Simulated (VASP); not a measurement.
Write the native input for VASP 6.6.1 that does the following.

```
Task                   : single point
Functional             : PBE
Potentials or basis    : VASP PAW PBE potentials, release 64 (Si, C)
Cutoff                 : 520 eV
k mesh                 : 8 × 5 × 1
Occupations            : fermi-dirac, width 0.02 eV
Spin                   : no spin polarisation
Dipole correction      : yes
Further INCAR settings : ALGO = Normal; EDIFF = 1e-06; NBANDS = 16
```

The structure of SiC lies in POSCAR:

```
SiC
1.0
    3.0919181390      0.0000000000      0.0000000000
    0.0000000000      5.0742764844      0.0000000000
    0.0000000000      0.0000000000     16.8926000000
Si C
2 2
Direct
    0.7500000000      0.5620818710      0.4735813350
    0.2500000000      0.0620818710      0.5264186650
    0.7500000000      0.9379181290      0.4735813350
    0.2500000000      0.4379181290      0.5264186650
```

One way to write it, as run:

INCAR

```
PREC = Accurate
ENCUT = 520
EDIFF = 1E-6
ISMEAR = -1
SIGMA = 0.02
LREAL = False
LASPH = True
NELM = 100
ALGO = Normal
ISIF = 2
LWAVE = False
LCHARG = False
LDIPOL = True
IDIPOL = 3
DIPOL = 0.5 0.5 0.500
GGA = PE
NBANDS = 16
```

KPOINTS

```
Automatic mesh
0
Gamma
  8 5 1
```

Potentials or basis: VASP PAW PBE potentials, release 64 (Si, C).

Run with:

```bash
$ cat potpaw_PBE.64/Si/POTCAR potpaw_PBE.64/C/POTCAR > POTCAR
$ mpirun -np 1 vasp_std > vasp.out
```

It gave:

The largest force is 3.605 eV/Å. The band gap on the k mesh is 0.90 eV (least direct gap 0.90 eV).

Wall time 50 s on 1 thread of Intel(R) Xeon(R) 6975P-C (Granite Rapids), on a shared host, peak memory 0.35 GiB.
